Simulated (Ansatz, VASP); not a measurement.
**MoS2 in VASP and in Ansatz**

```
Mo S
1.0
     3.14972    0.00000    0.03937
    -1.57486    2.72774   -0.01969
     0.08309    0.00000    6.64754
Mo S
1 2
Direct
  0.00000 0.00000 0.00000
  0.33333 0.66667 0.23567
  0.33333 0.66667 0.76433
```

Change from the starting cell: strain +0.0250 x Voigt [0, 0, 0, 0, 1, 0], atoms carried along.

Alike in both runs: task single point; functional PBE; dispersion D3(BJ); k mesh 12 × 12 × 4; occupations gaussian, width 0.05 eV; no spin polarisation.

|  | VASP | Ansatz |
| --- | --- | --- |
| version | VASP 6.6.1 | Ansatz 0.2.0 |
| potentials or method | VASP PAW PBE potentials, release 64 (Mo_sv, S), cutoff 520 eV | scalar-relativistic, plane waves, PAW |
| valence electrons in the cell | 26 | 26 |

Ansatz gave:

```
gap on the k mesh at the Fermi level (eV)                     : 1.20
least direct gap on the mesh (eV)                             : 1.75
pressure (GPa)                                                : 0.1
traceless stress, the component that is largest in VASP (GPa) : -3.14
rms of the force components (eV/Å)                            : 0.176
```

Task: Estimate VASP's values.

Result: gap on the k mesh at the Fermi level (eV): 1.21; least direct gap on the mesh (eV): 1.76; pressure (GPa): 0.0; traceless stress, the component that is largest in VASP (GPa): -3.13; rms of the force components (eV/Å): 0.175.

Atom by atom the forces differ by 0.006 eV/Å (rms over components).
